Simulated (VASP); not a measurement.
# BN (lda) (R3m) in VASP: further runs

The runs below take BN (lda) through relaxation of the atoms, with LDA.

Everything below comes from runs of VASP 6.6.1. Logs are shortened: lines on timing, memory, paths and dates and some standing lists are left out, and cuts for length are marked.

**1. The cell of the first run**

Symmetry: R3m, No. 160, trigonal system. Conventional cell: a = 2.493 Å, b = 2.493 Å, c = 6.256 Å, α = 90.00°, β = 90.00°, γ = 120.00°. B (site symmetry 3m) has 4 N at 1.53 to 1.56 Å within 2.0 Å. N (site symmetry 3m) has 4 B at 1.53 to 1.56 Å within 2.0 Å.

**2. Relaxation of the atoms, LDA (strained cell)**

File INCAR:

```
SYSTEM = BN
ALGO = Normal
EDIFF = 1E-7
EDIFFG = -0.002
ENCUT = 520
GGA_COMPAT = .FALSE.
IBRION = 2
ISIF = 2
ISMEAR = 0
LASPH = .TRUE.
LCHARG = .FALSE.
LREAL = .FALSE.
LWAVE = .FALSE.
NELM = 120
NELMIN = 4
NSW = 60
PREC = Accurate
SIGMA = 0.02
```

File KPOINTS:

```
k-points
0
G
  9 9 9
  0 0 0
```

File POSCAR:

```
BN
1.0
    0.0286384716      1.7916943772      1.7916943772
    1.7916943772      0.0286384716      1.7916943772
    1.7916943772      1.7916943772      0.0286384716
B N
1 1
Direct
    0.0000000000      0.0000000000      0.0000000000
    0.2500000000      0.2500000000      0.2500000000
```

Potentials or basis: VASP PAW LDA potentials, release 64 (B, N).

On the command line:

```bash
$ cat potpaw_LDA.64/B/POTCAR potpaw_LDA.64/N/POTCAR > POTCAR
$ mpirun -np 1 vasp_std > vasp.out
```

OUTCAR:

```text
SYSTEM = BN
   EDIFF = 1E-7
   EDIFFG = -0.002
   ENCUT = 520
   IBRION = 2
   ISIF = 2
   ISMEAR = 0
   LASPH = .TRUE.
   LREAL = .FALSE.
   NELM = 120
   NELMIN = 4
   NSW = 60
   PREC = Accurate

 ion  position               nearest neighbor table
   1  0.000  0.000  0.000-   2 1.53   2 1.53   2 1.53   2 1.56
   2  0.250  0.250  0.250-   1 1.53   1 1.53   1 1.53   1 1.56

  LATTYP: Found a trigonal (rhomboedric) cell.
 ALAT       =     2.5340003245
 COS(alpha) =     0.5159181104

  Lattice vectors:

 A1 = (   0.0286384716,   1.7916943772,   1.7916943772)
 A2 = (   1.7916943772,   0.0286384716,   1.7916943772)
 A3 = (   1.7916943772,   1.7916943772,   0.0286384716)

Analysis of symmetry for initial positions (statically):
=====================================================================
 Subroutine PRICEL returns:
 Original cell was already a primitive cell.

 Routine SETGRP: Setting up the symmetry group for a
 trigonal (rhombohedral) supercell.

 Subroutine GETGRP returns: Found  6 space group operations
 (whereof  6 operations were pure point group operations)
 out of a pool of 12 trial point group operations.

The static configuration has the point symmetry C_3v.

Analysis of symmetry for dynamics (positions and initial velocities):
=====================================================================
 Subroutine PRICEL returns:
 Original cell was already a primitive cell.

 Routine SETGRP: Setting up the symmetry group for a
 trigonal (rhombohedral) supercell.

 Subroutine GETGRP returns: Found  6 space group operations
 (whereof  6 operations were pure point group operations)
 out of a pool of 12 trial point group operations.

The dynamic configuration has the point symmetry C_3v.

 Subroutine INISYM returns: Found  6 space group operations
 (whereof  6 operations are pure point group operations),
 and found     1 'primitive' translations

----------------------------------------------------------------------------------------

                                     Primitive cell

  volume of cell :      11.2275

  direct lattice vectors                    reciprocal lattice vectors
     0.028638472  1.791694377  1.791694377    -0.285847045  0.281349943  0.281349943
     1.791694377  0.028638472  1.791694377     0.281349943 -0.285847045  0.281349943
     1.791694377  1.791694377  0.028638472     0.281349943  0.281349943 -0.285847045

  length of vectors
     2.534000325  2.534000325  2.534000325     0.489922560  0.489922560  0.489922560

  position of ions in fractional coordinates (direct lattice)
     0.000000000  0.000000000  0.000000000
     0.250000000  0.250000000  0.250000000

  ion indices of the primitive-cell ions
   primitive index   ion index
                 1           1
                 2           2

----------------------------------------------------------------------------------------

 KPOINTS: k-points

Automatic generation of k-mesh.
 Grid dimensions read from file:
 generate k-points for:    9    9    9

 Generating k-lattice:

  Cartesian coordinates                     Fractional coordinates (reciprocal lattice)
    -0.031760783  0.031261105  0.031261105     0.111111111  0.000000000  0.000000000
     0.031261105 -0.031760783  0.031261105     0.000000000  0.111111111  0.000000000
     0.031261105  0.031261105 -0.031760783     0.000000000  0.000000000  0.111111111

  Length of vectors
     0.054435840  0.054435840  0.054435840

  Shift w.r.t. Gamma in fractional coordinates (k-lattice)
     0.000000000  0.000000000  0.000000000

 Subroutine IBZKPT returns following result:
 ===========================================

 Found     85 irreducible k-points:

 Following reciprocal coordinates:
            Coordinates               Weight
  0.000000  0.000000  0.000000      1.000000
  0.111111  0.000000 -0.000000      6.000000
  0.222222 -0.000000 -0.000000      6.000000
  0.333333  0.000000  0.000000      6.000000
  0.444444 -0.000000 -0.000000      6.000000
  0.111111  0.111111 -0.000000      6.000000
[... 16 lines left out ...]
 -0.333333  0.333333  0.000000      6.000000
  0.444444  0.444444 -0.000000      6.000000
 [... further k-points ...]
   k-points           NKPTS =     85   k-points in BZ     NKDIM =     85   number of bands    NBANDS=      8
   number of dos      NEDOS =    301   number of ions     NIONS =      2
   total plane-waves  NPLWV =   8000
   dimension x,y,z NGX =    20 NGY =   20 NGZ =   20
   dimension x,y,z NGXF=    40 NGYF=   40 NGZF=   40
   ions per type =               1   1
   NGX,Y,Z   is equivalent  to a cutoff of  13.12, 13.12, 13.12 a.u.
   NGXF,Y,Z  is equivalent  to a cutoff of  26.24, 26.24, 26.24 a.u.
 SYSTEM =  BN
   PREC   = accura    normal or accurate (medium, high low for compatibility)
   ISTART =      0    job   : 0-new  1-cont  2-samecut
   ICHARG =      2    charge: 1-file 2-atom 10-const
   ISPIN  =      1    spin polarized calculation?
   LNONCOLLINEAR =      F non collinear calculations
   LSORBIT =      F    spin-orbit coupling
   LASPH  =      T    aspherical Exc in radial PAW
   ENCUT  =  520.0 eV  38.22 Ry    6.18 a.u.   4.71  4.71  4.71*2*pi/ulx,y,z
   NELM   =    120;   NELMIN=  4; NELMDL= -5     # of ELM steps
   EDIFF  = 0.1E-06   stopping-criterion for ELM
   LREAL  =      F    real-space projection
   EDIFFG = -.2E-02   stopping-criterion for IOM
   NSW    =     60    number of steps for IOM
   IBRION =      2    ionic relax: 0-MD 1-quasi-New 2-CG
   NFREE  =      1    steps in history (QN), initial steepest desc. (CG)
   ISIF   =      2    stress and relaxation
   ISYM   =      2    0-nonsym 1-usesym 2-fastsym
   POTIM  = 0.5000    time-step for ionic-motion
   TEBEG  =    0.0;   TEEND  =   0.0 temperature during run
   PSTRESS=    0.0 pullay stress
   NELECT =       8.0000    total number of electrons
   NUPDOWN=      -1.0000    fix difference up-down
   EMIN   =  10.00;   EMAX   =-10.00  energy-range for DOS
   EFERMI =   0.00;   METHOD = LEGACY
   ISMEAR =     0;   SIGMA  =   0.02  broadening in eV -4-tet -1-fermi 0-gaus
   EFERMI_NEDOS =   21; number of points for ismear=-14 and -15
   IALGO  =     38    algorithm
   IMIX   =      4    mixing-type and parameters
     AMIX     =   0.40;   BMIX     =  1.00
     AMIX_MAG =   1.60;   BMIX_MAG =  1.00
  volume/ion in A,a.u.               =       5.61        37.88
  Fermi-wavevector in a.u.,A,eV,Ry     =   1.462212  2.763181 29.090138  2.138065
  Thomas-Fermi vector in A             =   2.578452
   LORBIT       =      0    0 simple, 1 ext, 2 COOP (PROOUT), +10 PAW based schemes
   GGA     = CA    functional components
   LHFCALC =     F    Hartree Fock is set to
   AEXX    =    0.0000 exact exchange contribution
   IVDW    =     0    specifies the selected vdW correction
   LEPSILON=     F    determine dielectric tensor
   LRPA    =     F    only Hartree local field effects (RPA)
 conjugate gradient relaxation of ions
 non-spin polarized calculation
 Gauss-broadening in eV      SIGMA  =   0.02
  energy-cutoff  :      520.00
  volume of cell :       11.23
 maximum number of plane-waves:       313
   NGX =  9   NGY =  9   NGZ =  9

--------------------------------------- Ionic step        1  -------------------------------------------

 number of electron       7.9999999 magnetization

 Free energy of the ion-electron system (eV)
  ---------------------------------------------------
  ext. energy  EPLUGINS =         0.00000000
  ---------------------------------------------------
  free energy    TOTEN  =       -19.39108750 eV

  energy without entropy =      -19.39108750  energy(sigma->0) =      -19.39108750

------------------------ aborting loop because EDIFF is reached ----------------------------------------

  FORCE on cell =-STRESS in cart. coord.  units (eV):
  Direction    XX          YY          ZZ          XY          YZ          ZX
  --------------------------------------------------------------------------------------
  -------------------------------------------------------------------------------------
  Total        0.7392922      0.7392922      0.7392922     -0.5666857     -0.5666857     -0.5666857
  in kB      105.4978254    105.4978254    105.4978254    -80.8666889    -80.8666889    -80.8666889
  external PRESSURE =     105.4978254 kB  Pullay stress =       0.0000000 kB
[... 57 lines left out ...]
  energy  without entropy=      -19.3909474950  energy(sigma->0) =      -19.39094749

--------------------------------------- Ionic step        3  -------------------------------------------

 number of electron       7.9999999 magnetization

 Free energy of the ion-electron system (eV)
  ---------------------------------------------------
  ext. energy  EPLUGINS =         0.00000000
  ---------------------------------------------------
  free energy    TOTEN  =       -19.39122807 eV

  energy without entropy =      -19.39122807  energy(sigma->0) =      -19.39122807

 E-fermi :   8.2889     XC(G=0): -13.3496

 val. band max:        8.0940536013   @ k =   0.0000   0.0000   0.0000
 cond. band min:      12.5858246683   @ k =   0.4444   0.4444  -0.0000
 fundamental gap:      4.4917710670
 Fermi energy:         8.2889477516

 k-point     1 :       0.0000    0.0000    0.0000
  band No.  band energies     occupation
      1     -12.6199      2.00000
      2       7.9181      2.00000
      3       8.0941      2.00000
      4       8.0941      2.00000
      5      16.4285      0.00000
      6      17.1724      0.00000
      7      17.1724      0.00000
      8      19.4297      0.00000
[... 243 lines left out ...]
 k-point    24 :       0.4444    0.4444   -0.0000
  band No.  band energies     occupation
      1      -7.0691      2.00000
      2      -0.6860      2.00000
      3       2.8015      2.00000
      4       3.1241      2.00000
      5      12.5858      0.00000
      6      17.6013      0.00000
      7      26.1129      0.00000
      8      26.1879      0.00000

 [... further k-points ...]
[... 5 lines left out ...]
  --------------------------------------------------------------------------------------
  -------------------------------------------------------------------------------------
  Total        0.7346455      0.7346455      0.7346455     -0.5626522     -0.5626522     -0.5626522
  in kB      104.8347363    104.8347363    104.8347363    -80.2910983    -80.2910983    -80.2910983
  external PRESSURE =     104.8347363 kB  Pullay stress =       0.0000000 kB
[... 17 lines left out ...]
  FREE ENERGIE OF THE ION-ELECTRON SYSTEM (eV)
  ---------------------------------------------------
  free  energy   TOTEN  =       -19.3912280661 eV

  energy  without entropy=      -19.3912280661  energy(sigma->0) =      -19.39122807

 reached required accuracy - stopping structural energy minimisation
```

Run time: 18 s. Hardware: 1 thread of Intel Xeon 8259CL, shared host; peak memory 0.11 GiB.

What came out:

- Free energy: -19.3912 eV
- Energy gained by relaxing: 0.1 meV/atom
- Ionic steps: 3
- Pressure after relaxing: 10.5 GPa
- Band gap on the k mesh: 4.49 eV, indirect (least direct gap 8.33 eV)

Step by step:
```
step  energy change (eV)  largest force (eV/Å)  pressure (GPa)
   1              0.0000                0.0836           10.55
   2              0.0001                0.1194           10.40
   3             -0.0001                0.0000           10.48
```

Final structure:
```yaml
crystal:
  lattice:
    - [0.02864, 1.79169, 1.79169]
    - [1.79169, 0.02864, 1.79169]
    - [1.79169, 1.79169, 0.02864]
  atoms:
    - { symbol: B, position: [0.00027, 0.00027, 0.00027] }
    - { symbol: N, position: [0.24973, 0.24973, 0.24973] }
```

Caveat: the cell differs from its parent crystal (strained cell). A k mesh can miss the band edges.

**3. Relaxation of the atoms, LDA (strained cell)**

File INCAR:

```
PREC = Accurate
ENCUT = 520
EDIFF = 1E-7
ISMEAR = 0
SIGMA = 0.02
LREAL = False
LASPH = True
NELM = 120
ALGO = Normal
ISIF = 2
LWAVE = False
LCHARG = False
IBRION = 2
NSW = 60
EDIFFG = -0.002
GGA_COMPAT = False
NELMIN = 4
```

File KPOINTS:

```
regular mesh
0
Gamma
  9 9 9
```

File POSCAR:

```
BN
1.0
    0.0214330961      1.7844890017      1.7844890017
    1.7844890017      0.0214330961      1.7844890017
    1.7844890017      1.7844890017      0.0214330961
B N
1 1
Direct
   -0.0001111721     -0.0001111721     -0.0001111721
    0.2501111721      0.2501111721      0.2501111721
```

Potentials or basis: VASP PAW LDA potentials, release 64 (B, N).

On the command line:

```bash
$ cat potpaw_LDA.64/B/POTCAR potpaw_LDA.64/N/POTCAR > POTCAR
$ mpirun -np 1 vasp_std > vasp.out
```

Run time: 19 s. Hardware: 1 thread of Intel Xeon 8259CL, shared host; peak memory 0.11 GiB.

The run converged. Its results:

* Free energy: -19.3921 eV
* Energy gained by relaxing: 0.1 meV/atom
* Ionic steps: 3
* Pressure after relaxing: 13.0 GPa
* Band gap on the k mesh: 4.52 eV, indirect (least direct gap 8.53 eV)

Stress tensor (GPa, compression positive):
```
13.04 -6.12 -6.12
-6.12 13.04 -6.12
-6.12 -6.12 13.04
```

Step by step:
```tsv
step	energy change (eV)	largest force (eV/Å)	pressure (GPa)
1	0.0000	0.1102	13.11
2	0.0003	0.1677	12.97
3	-0.0002	0.0001	13.04
```

Final structure:
```
B N
1.0
     0.02143    1.78449    1.78449
     1.78449    0.02143    1.78449
     1.78449    1.78449    0.02143
B N
1 1
Direct
  0.00023 0.00023 0.00023
  0.24977 0.24977 0.24977
```

Levels at points of the mesh, in eV from the valence-band top:
| k point | band 2 | band 3 | band 4 | band 5 | band 6 | band 7 |
| --- | --- | --- | --- | --- | --- | --- |
| (0.00, 0.00, 0.00) | -0.14 | 0.00 | 0.00 | 8.53 | 9.06 | 9.06 |

Caveat: the cell differs from its parent crystal (strained cell). A k mesh can miss the band edges.

**4. Relaxation of the atoms, LDA (strained cell)**

File INCAR:

```
SYSTEM = BN
  PREC = Accurate
  ENCUT = 520
  EDIFF = 1E-7
  ISMEAR = 0
  SIGMA = 0.02
  LREAL = .FALSE.
  LASPH = .TRUE.
  NELM = 120
  ALGO = Normal
  ISIF = 2
  LWAVE = .FALSE.
  LCHARG = .FALSE.
  GGA = CA
  IBRION = 2
  NSW = 60
  EDIFFG = -0.002
  GGA_COMPAT = .FALSE.
  NELMIN = 4
```

File KPOINTS:

```
regular mesh
0
G
  9 9 9
  0 0 0
```

File POSCAR:

```
BN
1.0
    0.0209197678      1.7839756734      1.7839756734
    1.7839756734      0.0209197678      1.7839756734
    1.7839756734      1.7839756734      0.0209197678
B N
1 1
Direct
    0.0002179651      0.0002179651      0.0002179651
    0.2497820349      0.2497820349      0.2497820349
```

On the command line:

```bash
$ cat potpaw_LDA.64/B/POTCAR potpaw_LDA.64/N/POTCAR > POTCAR
$ mpirun -np 1 vasp_std > vasp.out
```

It took 18 s on 1 thread of Intel Xeon 8259CL, shared host; peak memory 0.11 GiB.

The run converged. Its results:

* Free energy: -19.3921 eV
* Energy gained by relaxing: 0.0 meV/atom
* Ionic steps: 3
* Pressure after relaxing: 13.2 GPa
* Band gap on the k mesh: 4.52 eV, indirect (least direct gap 8.54 eV)

Stress tensor (GPa, compression positive):
```
13.23 -5.98 -5.98
-5.98 13.23 -5.98
-5.98 -5.98 13.23
```

Final structure:
```
B N
1.0
     0.02092    1.78398    1.78398
     1.78398    0.02092    1.78398
     1.78398    1.78398    0.02092
B N
1 1
Direct
  0.00023 0.00023 0.00023
  0.24977 0.24977 0.24977
```

Levels at points of the mesh, in eV from the valence-band top:
| k point | band 1 | band 2 | band 3 | band 4 | band 5 | band 6 | band 7 | band 8 |
| --- | --- | --- | --- | --- | --- | --- | --- | --- |
| (0.00, 0.00, 0.00) | -20.78 | -0.13 | 0.00 | 0.00 | 8.54 | 9.06 | 9.06 | 11.40 |

Caveat: the cell differs from its parent crystal (strained cell). A k mesh can miss the band edges.

**5. Relaxation of the atoms, LDA (strained cell)**

File INCAR:

```
PREC = Accurate
ENCUT = 520
EDIFF = 1E-7
ISMEAR = 0
SIGMA = 0.02
LREAL = F
LASPH = T
NELM = 120
ALGO = Normal
ISIF = 2
LWAVE = F
LCHARG = F
IBRION = 2
NSW = 60
EDIFFG = -0.002
GGA_COMPAT = F
NELMIN = 4
```

File KPOINTS:

```
Automatic mesh
0
Gamma
  9 9 9
```

File POSCAR:

```
BN
1.0
    0.0208844043      1.7839403099      1.7839403099
    1.7839403099      0.0208844043      1.7839403099
    1.7839403099      1.7839403099      0.0208844043
B N
1 1
Direct
    0.0002179651      0.0002179651      0.0002179651
    0.2497820349      0.2497820349      0.2497820349
```

On the command line:

```bash
$ cat potpaw_LDA.64/B/POTCAR potpaw_LDA.64/N/POTCAR > POTCAR
$ mpirun -np 1 vasp_std > vasp.out
```

Wall time 20 s (1 thread of Intel Xeon 8259CL, shared host); peak memory 0.11 GiB.

Results (log left out):

* Free energy: -19.3921 eV
* Energy gained by relaxing: 0.0 meV/atom
* Ionic steps: 3
* Pressure after relaxing: 13.2 GPa
* Band gap on the k mesh: 4.52 eV, indirect (least direct gap 8.54 eV)

Stress tensor (GPa, compression positive):
```
13.24 -5.97 -5.97
-5.97 13.24 -5.97
-5.97 -5.97 13.24
```

Final structure:
```
CELL_PARAMETERS angstrom
0.02088 1.78394 1.78394
1.78394 0.02088 1.78394
1.78394 1.78394 0.02088
ATOMIC_POSITIONS crystal
B 0.00023 0.00023 0.00023
N 0.24977 0.24977 0.24977
```

Levels at points of the mesh, in eV from the valence-band top:
| k point | band 1 | band 2 | band 3 | band 4 | band 5 | band 6 | band 7 | band 8 |
| --- | --- | --- | --- | --- | --- | --- | --- | --- |
| (0.00, 0.00, 0.00) | -20.78 | -0.13 | 0.00 | 0.00 | 8.54 | 9.06 | 9.06 | 11.40 |

Caveat: the cell differs from its parent crystal (strained cell).

**6. The runs side by side**

```csv
cell,gap on the mesh (eV),pressure (GPa)
"atoms relaxed from a = 2.534 Å, angles 58.9°, 2 atoms",4.49,10.5
"atoms relaxed from a = 2.524 Å, angles 59.2°, 2 atoms",4.52,13.0
"atoms relaxed from a = 2.523 Å, angles 59.2°, 2 atoms",4.52,13.2
```

Alike in all rows: task relaxation of the atoms; level LDA; potentials or basis VASP PAW LDA potentials, release 64 (B, N); no spin polarisation; k mesh 9 × 9 × 9; cutoff (eV) 520; smearing gaussian 0.02 eV.

Absolute energies hang on the potentials; compare differences alone.
